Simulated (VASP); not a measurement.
Here is a VASP 6.6.1 calculation.

INCAR

```
ALGO = Normal
EDIFF = 1E-6
ENCUT = 600
GGA = PE
GGA_COMPAT = False
ISIF = 2
ISMEAR = -1
ISPIN = 2
LASPH = True
LCHARG = True
LELF = True
LMAXMIX = 4
LORBIT = 11
LREAL = False
LVHAR = True
LWAVE = False
MAGMOM = 3.32 0.19
NBANDS = 18
NELM = 200
NUPDOWN = 3.4
PREC = Accurate
SIGMA = 0.15
```

File KPOINTS:

```
k-points
0
Gamma
  9 9 9
```

File POSCAR:

```
FeO
1.0
    0.0000000000      2.1554000000      2.1554000000
    2.1554000000      0.0000000000      2.1554000000
    2.1554000000      2.1554000000      0.0000000000
Fe O
1 1
Direct
    0.0000000000      0.0000000000      0.0000000000
    0.5000000000      0.5000000000      0.5000000000
```

Potentials or basis: VASP PAW PBE potentials, release 64 (Fe, O).

Launch:

```sh
$ cat potpaw_PBE.64/Fe/POTCAR potpaw_PBE.64/O/POTCAR > POTCAR
$ mpirun -np 1 vasp_std > vasp.out
```

Problem. What does it give for the pressure?

Solution. -6.2 GPa.

Caveat: the cell stands under tension; the total moment is fixed, so each spin has its own Fermi level and the state may be an excited one; a cell with one magnetic atom can't hold antiferromagnetic order, which such compounds often take.
